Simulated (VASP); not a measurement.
# Pd: single point with PBE

The system is Pd.

```
Pd
1.0
     0.02431    1.94490    1.94490
     1.96921    0.00000    1.96921
     1.94490    1.94490    0.02431
Pd
1
Direct
  0.00000 0.00000 0.00000
```

This cell differs from its parent crystal: strain +0.0250 x Voigt [0, 0, 0, 0, 1, 0].

```
Program             : VASP 6.6.1
Task                : single point
Functional          : PBE
Potentials or basis : VASP PAW PBE potentials, release 64 (Pd)
Cutoff              : 520 eV
k mesh              : 20 × 20 × 20
Occupations         : gaussian, width 0.15 eV
Spin                : no spin polarisation
```

```
Pressure               : 7.5 GPa
Band gap on the k mesh : zero (band 5 reaches 10.13 eV, above the bottom of band 6 at 8.49 eV)
```

Stress tensor (GPa, compression positive):
```
 7.60  0.00 -2.04
 0.00  7.32  0.00
-2.04  0.00  7.60
```

Levels at points of the mesh, in eV from the Fermi level:
```tsv
k point	band 2	band 3	band 4	band 5	band 6	band 7	band 8	band 9
(0.00, 0.00, 0.00)	-2.96	-2.87	-2.73	-1.23	-1.22	17.19	21.58	22.01
(0.50, 0.00, 0.00)	-3.02	-2.80	-0.06	0.04	1.13	7.53	16.45	20.77
(0.00, 0.50, 0.00)	-3.00	-2.78	-0.09	0.00	0.91	7.17	16.67	21.16
(0.50, 0.50, 0.00)	-5.12	-0.07	0.29	0.30	3.36	10.81	13.23	13.24
(0.50, 0.00, 0.50)	-5.12	-0.05	0.28	0.31	3.36	10.80	12.76	13.72
```

It took 110 s on 1 thread of Intel(R) Xeon(R) Platinum 8488C (Sapphire Rapids) (shared host), peak memory 0.29 GiB.

Caveat: the cell differs from its parent crystal (strain +0.0250 x Voigt [0, 0, 0, 0, 1, 0]).
